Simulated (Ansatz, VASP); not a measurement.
## Two plane-wave programs on NbSi2

The input INCAR:

```
SYSTEM = NbSi2
  ALGO = Normal
  EDIFF = 1E-6
  EDIFFG = -0.01
  ENCUT = 600
  GGA = PE
  IBRION = 2
  ISIF = 3
  ISMEAR = -1
  LASPH = .True.
  LCHARG = .False.
  LREAL = .False.
  LWAVE = .False.
  NELM = 100
  NSW = 80
  PREC = Accurate
  SIGMA = 0.1
```

File KPOINTS:

```
k-points
0
Gamma
  8 8 5
  0 0 0
```

Contents of POSCAR:

```
NbSi2
1.0
    4.8190000000      0.0000000000      0.0000000000
   -2.4095000000      4.1733764200      0.0000000000
    0.0000000000      0.0000000000      6.5920000000
Nb Si
3 6
Direct
    0.5000000000      0.0000000000      0.5000000000
    0.5000000000      0.5000000000      0.8333333300
    0.0000000000      0.5000000000      0.1666666700
    0.1599000000      0.3198000000      0.5000000000
    0.8401000000      0.1599000000      0.8333333300
    0.6802000000      0.8401000000      0.1666666700
    0.8401000000      0.6802000000      0.5000000000
    0.1599000000      0.8401000000      0.8333333300
    0.3198000000      0.1599000000      0.1666666700
```

Input for Ansatz:

```yaml
crystal:
  lattice:
    - [4.819, 0.0, 0.0]
    - [-2.4095, 4.17337642, 0.0]
    - [0.0, 0.0, 6.592]
  atoms:
    - { symbol: Nb, position: [0.5, 0.0, 0.5] }
    - { symbol: Nb, position: [0.5, 0.5, 0.83333333] }
    - { symbol: Nb, position: [0.0, 0.5, 0.16666667] }
    - { symbol: Si, position: [0.1599, 0.3198, 0.5] }
    - { symbol: Si, position: [0.8401, 0.1599, 0.83333333] }
    - { symbol: Si, position: [0.6802, 0.8401, 0.16666667] }
    - { symbol: Si, position: [0.8401, 0.6802, 0.5] }
    - { symbol: Si, position: [0.1599, 0.8401, 0.83333333] }
    - { symbol: Si, position: [0.3198, 0.1599, 0.16666667] }
  symmetry: { tolerance: 0.0003 }
hamiltonian:
  xc: pbe
  pseudopotentials: { kind: paw, azcp: { folder: soft_1 } }
basis:
  ecutwfc: 420
magnetization:
  spin_polarized: false
scf:
  occupations: { method: fermi_dirac, width: 0.1 }
kpoints:
  mp_grid: { grid: [8, 8, 5], shift: [0, 0, 0] }
output:
  forces: true
  stress: true
  eigenvalues: true
relax:
  max_steps: 60
  cell: {}
```

Alike in both runs: task relaxation of cell and atoms; functional PBE; k mesh 8 × 8 × 5; occupations fermi-dirac, width 0.1 eV; no spin polarisation.

|  | VASP | Ansatz |
| --- | --- | --- |
| version | VASP 6.6.1 | Ansatz 0.2.0 |
| potentials or method | VASP PAW PBE potentials, release 64 (Nb_sv, Si), cutoff 600 eV | PAW plane waves |
| valence electrons in the cell | 63 | 63 |

|  | VASP | Ansatz | Ansatz less VASP |
| --- | --- | --- | --- |
| gap on the k mesh at the Fermi level, each at its own relaxed structure (eV) | none | none | - |
| relaxed volume (Å³/atom) | 14.72 | 14.74 | +0.022 |
| relaxed cell length with the largest relative difference (Å) | 4.810 | 4.813 | +0.0026 |

A gap of «none» marks a metal or a gap that the smearing closes.
